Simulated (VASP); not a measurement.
A run of VASP 6.6.1 is set up as follows.

Contents of INCAR:

```
SYSTEM = Ti3C2
PREC = Accurate
ENCUT = 520
EDIFF = 1E-6
ISMEAR = 0
SIGMA = 0.1
LREAL = .FALSE.
LASPH = .TRUE.
NELM = 80
ALGO = Fast
ISIF = 2
LWAVE = .FALSE.
LCHARG = .TRUE.
GGA = PS
LELF = .TRUE.
LVHAR = .TRUE.
NBANDS = 55
```

File KPOINTS:

```
regular mesh
0
G
  12 12 4
  0 0 0
```

The input POSCAR:

```
Ti3C2
1.0
    3.0420899329      0.0000000000      0.0000000000
   -1.5210449665      2.6345271625      0.0000000000
    0.0000000000      0.0000000000     14.9846493705
Ti C
6 4
Direct
    0.3333333333      0.6666666667      0.8437914625
    0.6666666667      0.3333333333      0.3437914625
    0.6666666667      0.3333333333      0.1562085375
    0.3333333333      0.6666666667      0.6562085375
    0.0000000000      0.0000000000      0.0000000000
    0.0000000000      0.0000000000      0.5000000000
    0.6666666667      0.3333333333      0.9143810493
    0.3333333333      0.6666666667      0.4143810493
    0.6666666667      0.3333333333      0.5856189507
    0.3333333333      0.6666666667      0.0856189507
```

Potentials or basis: VASP PAW PBE potentials, release 64 (Ti_sv, C).

Command:

```sh
$ cat potpaw_PBE.64/Ti_sv/POTCAR potpaw_PBE.64/C/POTCAR > POTCAR
$ mpirun -np 1 vasp_std > vasp.out
```

What does it give for the pressure?

0.2 GPa.

Estimate the band gap on the k mesh.

zero (bands 44 and 45 overlap by 0.65 eV).

Forces on the atoms (eV/Å):
```
Ti   0.000  0.000 -0.026
Ti   0.000  0.000 -0.026
Ti   0.000  0.000  0.026
Ti   0.000  0.000  0.026
Ti   0.000  0.000  0.000
Ti   0.000  0.000  0.000
C    0.000  0.000  0.006
C    0.000  0.000  0.006
C    0.000  0.000 -0.006
C    0.000  0.000 -0.006
```

Caveat: the PAW data sets were made with another functional, which shifts forces and pressure a little.
